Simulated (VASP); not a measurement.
# In4Sb (Im-3m) in VASP: notebook

Runs on In4Sb. Level: PBE. Tasks: single point, relaxation of cell and atoms.

Program: VASP 6.6.1. These are calculated values, not measurements. Logs are shortened: lines on timing, memory, paths and dates and some standing lists are left out, and cuts for length are marked.

## (1) The cell of the first run

Symmetry: Im-3m, No. 229, cubic system. Conventional cell: a = 6.329 Å, b = 6.329 Å, c = 6.329 Å, α = 90.00°, β = 90.00°, γ = 90.00°. In (site symmetry -3m) has 2 Sb at 2.74 Å and 6 In at 3.16 Å within 3.6 Å. Sb (site symmetry m-3m) has 8 In at 2.74 Å within 3.6 Å.

The cell was built from a structure type or drawn by symmetry, and may not be a known phase.

## (2) Single point, PBE

File INCAR:

```
SYSTEM = In4Sb
  PREC = Accurate
  ENCUT = 520
  EDIFF = 1E-6
  ISMEAR = 0
  SIGMA = 0.1
  LREAL = .FALSE.
  LASPH = .TRUE.
  NELM = 80
  ALGO = Normal
  ISIF = 2
  LWAVE = .FALSE.
  LCHARG = .TRUE.
  GGA = PE
  LELF = .TRUE.
  LVHAR = .TRUE.
  NBANDS = 36
```

File KPOINTS:

```
Automatic mesh
0
G
  4 4 4
  0 0 0
```

File POSCAR:

```
In4Sb
1.0
   -3.1642724300      3.1642724300      3.1642724300
    3.1642724300     -3.1642724300      3.1642724300
    3.1642724300      3.1642724300     -3.1642724300
In Sb
4 1
Direct
    0.5000000000      0.5000000000      0.5000000000
    0.5000000000      0.0000000000      0.0000000000
    0.0000000000      0.0000000000      0.5000000000
    0.0000000000      0.5000000000      0.0000000000
    0.0000000000      0.0000000000      0.0000000000
```

Potentials or basis: VASP PAW PBE potentials, release 64 (In_d, Sb).

On the command line:

```bash
cat potpaw_PBE.64/In_d/POTCAR potpaw_PBE.64/Sb/POTCAR > POTCAR
mpirun -np 1 vasp_std > vasp.out
```

OUTCAR:

```text
SYSTEM = In4Sb
   PREC = Accurate
   ENCUT = 520
   EDIFF = 1E-6
   ISMEAR = 0
   LREAL = .FALSE.
   LASPH = .TRUE.
   NELM = 80
   ISIF = 2
   GGA = PE

 ion  position               nearest neighbor table
   1  0.500  0.500  0.500-   5 2.74   5 2.74   4 3.16   2 3.16   2 3.16   4 3.16   3 3.16   3 3.16

   2  0.500  0.000  0.000-   5 2.74   5 2.74   4 3.16   1 3.16   1 3.16   3 3.16   3 3.16   4 3.16

   3  0.000  0.000  0.500-   5 2.74   5 2.74   4 3.16   1 3.16   2 3.16   4 3.16   2 3.16   1 3.16

   4  0.000  0.500  0.000-   5 2.74   5 2.74   3 3.16   1 3.16   2 3.16   3 3.16   1 3.16   2 3.16

   5  0.000  0.000  0.000-   1 2.74   2 2.74   3 2.74   4 2.74   3 2.74   4 2.74   2 2.74   1 2.74

  LATTYP: Found a body centered cubic cell.
 ALAT       =     6.3285448600

  Lattice vectors:

 A1 = (  -3.1642724300,   3.1642724300,   3.1642724300)
 A2 = (   3.1642724300,  -3.1642724300,   3.1642724300)
 A3 = (   3.1642724300,   3.1642724300,  -3.1642724300)

Analysis of symmetry for initial positions (statically):
=====================================================================
 Subroutine PRICEL returns:
 Original cell was already a primitive cell.

 Routine SETGRP: Setting up the symmetry group for a
 body centered cubic supercell.

 Subroutine GETGRP returns: Found 48 space group operations
 (whereof 48 operations were pure point group operations)
 out of a pool of 48 trial point group operations.

The static configuration has the point symmetry O_h .

Analysis of symmetry for dynamics (positions and initial velocities):
=====================================================================
 Subroutine PRICEL returns:
 Original cell was already a primitive cell.

 Routine SETGRP: Setting up the symmetry group for a
 body centered cubic supercell.

 Subroutine GETGRP returns: Found 48 space group operations
 (whereof 48 operations were pure point group operations)
 out of a pool of 48 trial point group operations.

The dynamic configuration has the point symmetry O_h .

 Subroutine INISYM returns: Found 48 space group operations
 (whereof 48 operations are pure point group operations),
 and found     1 'primitive' translations

----------------------------------------------------------------------------------------

                                     Primitive cell

  volume of cell :     126.7306

  direct lattice vectors                    reciprocal lattice vectors
    -3.164272430  3.164272430  3.164272430     0.000000000  0.158014207  0.158014207
     3.164272430 -3.164272430  3.164272430     0.158014207  0.000000000  0.158014207
     3.164272430  3.164272430 -3.164272430     0.158014207  0.158014207  0.000000000

  length of vectors
     5.480680618  5.480680618  5.480680618     0.223465835  0.223465835  0.223465835

  position of ions in fractional coordinates (direct lattice)
     0.500000000  0.500000000  0.500000000
     0.500000000  0.000000000  0.000000000
     0.000000000  0.000000000  0.500000000
     0.000000000  0.500000000  0.000000000
     0.000000000  0.000000000  0.000000000

  ion indices of the primitive-cell ions
   primitive index   ion index
                 1           1
                 2           2
                 3           3
                 4           4
                 5           5

----------------------------------------------------------------------------------------

 KPOINTS: Automatic mesh

Automatic generation of k-mesh.
 Grid dimensions read from file:
 generate k-points for:    4    4    4

 Generating k-lattice:

  Cartesian coordinates                     Fractional coordinates (reciprocal lattice)
     0.000000000  0.039503552  0.039503552     0.250000000  0.000000000  0.000000000
     0.039503552  0.000000000  0.039503552     0.000000000  0.250000000  0.000000000
     0.039503552  0.039503552  0.000000000     0.000000000  0.000000000  0.250000000

  Length of vectors
     0.055866459  0.055866459  0.055866459

  Shift w.r.t. Gamma in fractional coordinates (k-lattice)
     0.000000000  0.000000000  0.000000000

 Subroutine IBZKPT returns following result:
 ===========================================

 Found      8 irreducible k-points:

 Following reciprocal coordinates:
            Coordinates               Weight
  0.000000  0.000000  0.000000      1.000000
  0.250000  0.000000  0.000000     12.000000
  0.500000  0.000000  0.000000      6.000000
  0.250000  0.250000  0.000000     24.000000
  0.250000  0.250000  0.250000      2.000000
 -0.250000  0.250000  0.250000      6.000000
  0.500000  0.500000  0.250000     12.000000
  0.500000  0.500000  0.500000      1.000000
   k-points           NKPTS =      8   k-points in BZ     NKDIM =      8   number of bands    NBANDS=     36
   number of dos      NEDOS =    301   number of ions     NIONS =      5
   total plane-waves  NPLWV =  74088
   dimension x,y,z NGX =    42 NGY =   42 NGZ =   42
   dimension x,y,z NGXF=    84 NGYF=   84 NGZF=   84
   ions per type =               4   1
   NGX,Y,Z   is equivalent  to a cutoff of  12.74, 12.74, 12.74 a.u.
   NGXF,Y,Z  is equivalent  to a cutoff of  25.48, 25.48, 25.48 a.u.
 SYSTEM =  In4Sb
   PREC   = accura    normal or accurate (medium, high low for compatibility)
   ISTART =      0    job   : 0-new  1-cont  2-samecut
   ICHARG =      2    charge: 1-file 2-atom 10-const
   ISPIN  =      1    spin polarized calculation?
   LNONCOLLINEAR =      F non collinear calculations
   LSORBIT =      F    spin-orbit coupling
   LASPH  =      T    aspherical Exc in radial PAW
   ENCUT  =  520.0 eV  38.22 Ry    6.18 a.u.  10.19 10.19 10.19*2*pi/ulx,y,z
   NELM   =     80;   NELMIN=  2; NELMDL= -5     # of ELM steps
   EDIFF  = 0.1E-05   stopping-criterion for ELM
   LREAL  =      F    real-space projection
   EDIFFG = 0.1E-04   stopping-criterion for IOM
   NSW    =      0    number of steps for IOM
   IBRION =     -1    ionic relax: 0-MD 1-quasi-New 2-CG
   NFREE  =      0    steps in history (QN), initial steepest desc. (CG)
   ISIF   =      2    stress and relaxation
   ISYM   =      2    0-nonsym 1-usesym 2-fastsym
   POTIM  = 0.5000    time-step for ionic-motion
   TEBEG  =    0.0;   TEEND  =   0.0 temperature during run
   PSTRESS=    0.0 pullay stress
   NELECT =      57.0000    total number of electrons
   NUPDOWN=      -1.0000    fix difference up-down
   EMIN   =  10.00;   EMAX   =-10.00  energy-range for DOS
   EFERMI =   0.00;   METHOD = LEGACY
   ISMEAR =     0;   SIGMA  =   0.10  broadening in eV -4-tet -1-fermi 0-gaus
   EFERMI_NEDOS =   21; number of points for ismear=-14 and -15
   IALGO  =     38    algorithm
   IMIX   =      4    mixing-type and parameters
     AMIX     =   0.40;   BMIX     =  1.00
     AMIX_MAG =   1.60;   BMIX_MAG =  1.00
  volume/ion in A,a.u.               =      25.35       171.04
  Fermi-wavevector in a.u.,A,eV,Ry     =   1.254313  2.370308 21.406061  1.573301
  Thomas-Fermi vector in A             =   2.388124
   LORBIT       =      0    0 simple, 1 ext, 2 COOP (PROOUT), +10 PAW based schemes
   GGA     = PE    functional components
   LHFCALC =     F    Hartree Fock is set to
   AEXX    =    0.0000 exact exchange contribution
   IVDW    =     0    specifies the selected vdW correction
   LEPSILON=     F    determine dielectric tensor
   LRPA    =     F    only Hartree local field effects (RPA)
 non-spin polarized calculation
 Gauss-broadening in eV      SIGMA  =   0.10
  energy-cutoff  :      520.00
  volume of cell :      126.73
 maximum number of plane-waves:      3463
 NGX is ok and might be reduce to    42
   NGX = 21   NGY = 21   NGZ = 21

 number of electron      57.0000040 magnetization

 Free energy of the ion-electron system (eV)
  ---------------------------------------------------
  ext. energy  EPLUGINS =         0.00000000
  ---------------------------------------------------
  free energy    TOTEN  =       -11.34035162 eV

  energy without entropy =      -11.32687631  energy(sigma->0) =      -11.33361396

 E-fermi :   8.1879     XC(G=0): -10.2235

 val. band max:        8.1493229039   @ k =   0.5000   0.0000   0.0000
 cond. band min:       8.4172697136   @ k =   0.2500   0.2500   0.0000
 fundamental gap:      0.2679468097
 Fermi energy:         8.1879191075

 k-point     1 :       0.0000    0.0000    0.0000
  band No.  band energies     occupation
      1      -7.5860      2.00000
      2      -7.0058      2.00000
      3      -7.0058      2.00000
      4      -6.7882      2.00000
      5      -6.7882      2.00000
      6      -6.7882      2.00000
[... 28 lines left out ...]
     35      12.7825      0.00000
     36      12.7825      0.00000

 k-point     2 :       0.2500    0.0000    0.0000
  band No.  band energies     occupation
      1      -7.4288      2.00000
      2      -6.9676      2.00000
      3      -6.9183      2.00000
      4      -6.8324      2.00000
      5      -6.7613      2.00000
      6      -6.7340      2.00000
[... 28 lines left out ...]
     35      12.8928      0.00000
     36      13.1612      0.00000

 k-point     3 :       0.5000    0.0000    0.0000
  band No.  band energies     occupation
      1      -7.1816      2.00000
      2      -6.9645      2.00000
      3      -6.8800      2.00000
      4      -6.8445      2.00000
      5      -6.7676      2.00000
      6      -6.7243      2.00000
[... 28 lines left out ...]
     35      11.8919      0.00000
     36      13.2964      0.00000

 k-point     4 :       0.2500    0.2500    0.0000
  band No.  band energies     occupation
      1      -7.2082      2.00000
      2      -6.8941      2.00000
      3      -6.8815      2.00000
      4      -6.8274      2.00000
      5      -6.7801      2.00000
      6      -6.7689      2.00000
[... 28 lines left out ...]
     35      12.5965      0.00000
     36      13.8345      0.00000

 k-point     5 :       0.2500    0.2500    0.2500
  band No.  band energies     occupation
      1      -7.1349      2.00000
      2      -6.8087      2.00000
      3      -6.8087      2.00000
      4      -6.8087      2.00000
      5      -6.6714      2.00000
      6      -6.6714      2.00000
[... 28 lines left out ...]
     35      11.2185      0.00000
     36      11.2185      0.00000

 k-point     6 :      -0.2500    0.2500    0.2500
  band No.  band energies     occupation
      1      -7.2942      2.00000
      2      -6.9820      2.00000
      3      -6.8729      2.00000
      4      -6.8729      2.00000
      5      -6.8223      2.00000
      6      -6.7971      2.00000
[... 28 lines left out ...]
     35      13.5199      0.00000
     36      13.8085      0.00000

 k-point     7 :       0.5000    0.5000    0.2500
  band No.  band energies     occupation
      1      -7.0850      2.00000
      2      -6.9786      2.00000
      3      -6.9250      2.00000
      4      -6.9153      2.00000
      5      -6.9086      2.00000
      6      -6.8679      2.00000
[... 28 lines left out ...]
     35      13.6741      0.00000
     36      13.8961      0.00000

 k-point     8 :       0.5000    0.5000    0.5000
  band No.  band energies     occupation
      1      -6.9974      2.00000
      2      -6.9974      2.00000
      3      -6.9974      2.00000
      4      -6.9608      2.00000
      5      -6.9608      2.00000
      6      -6.9608      2.00000
[... 28 lines left out ...]
     35      15.5926      0.00000
     36      15.5926      0.00000

------------------------ aborting loop because EDIFF is reached ----------------------------------------

  FORCE on cell =-STRESS in cart. coord.  units (eV):
  Direction    XX          YY          ZZ          XY          YZ          ZX
  --------------------------------------------------------------------------------------
  -------------------------------------------------------------------------------------
  Total       14.2973026     14.2973026     14.2973026      0.0000000      0.0000000      0.0000000
  in kB      180.7519940    180.7519940    180.7519940      0.0000000      0.0000000      0.0000000
  external PRESSURE =     180.7519940 kB  Pullay stress =       0.0000000 kB

 VOLUME and BASIS-vectors are now :
 -----------------------------------------------------------------------------
  energy-cutoff  :      520.00
  volume of cell :      126.73
      direct lattice vectors                 reciprocal lattice vectors
    -3.164272430  3.164272430  3.164272430     0.000000000  0.158014207  0.158014207
     3.164272430 -3.164272430  3.164272430     0.158014207  0.000000000  0.158014207
     3.164272430  3.164272430 -3.164272430     0.158014207  0.158014207  0.000000000

 POSITION                                       TOTAL-FORCE (eV/Angst)
 -----------------------------------------------------------------------------------
      1.58214      1.58214      1.58214        -0.000000     -0.000000      0.000000
     -1.58214      1.58214      1.58214        -0.000000      0.000000     -0.000000
      1.58214      1.58214     -1.58214        -0.000000      0.000000     -0.000000
      1.58214     -1.58214      1.58214         0.000000      0.000000      0.000000
      0.00000      0.00000      0.00000        -0.000000      0.000000     -0.000000
 -----------------------------------------------------------------------------------
    total drift:                               -0.000000     -0.000000      0.000000

  FREE ENERGIE OF THE ION-ELECTRON SYSTEM (eV)
  ---------------------------------------------------
  free  energy   TOTEN  =       -11.3403516155 eV

  energy  without entropy=      -11.3268763133  energy(sigma->0) =      -11.33361396
```

It took 40 s on 1 thread of Intel Xeon Platinum 8488C (Sapphire Rapids), shared host; peak memory 0.25 GiB.

What came out:

- Free energy: -11.3404 eV
- Pressure: 18.1 GPa
- Band gap on the k mesh: zero (an odd number of electrons rules out a gap without spin polarisation)

Levels at points of the mesh, in eV from the Fermi level:
```tsv
k point	band 24	band 25	band 26	band 27	band 28	band 29	band 30	band 31	band 32	band 33
(0.00, 0.00, 0.00)	-5.10	-4.39	-2.98	-2.98	-2.98	-1.00	-1.00	-1.00	2.93	2.93
(0.50, 0.00, 0.00)	-4.85	-4.57	-4.29	-0.24	-0.04	0.98	0.98	1.75	2.41	2.83
(0.50, 0.50, 0.50)	-7.22	-3.58	-3.58	0.57	0.57	0.57	0.84	2.05	2.05	2.05
```

Caveat: the cell stands under pressure; spin-orbit coupling is left out, which moves the levels of the heavy elements.

(Continued in part 2 of 2.)
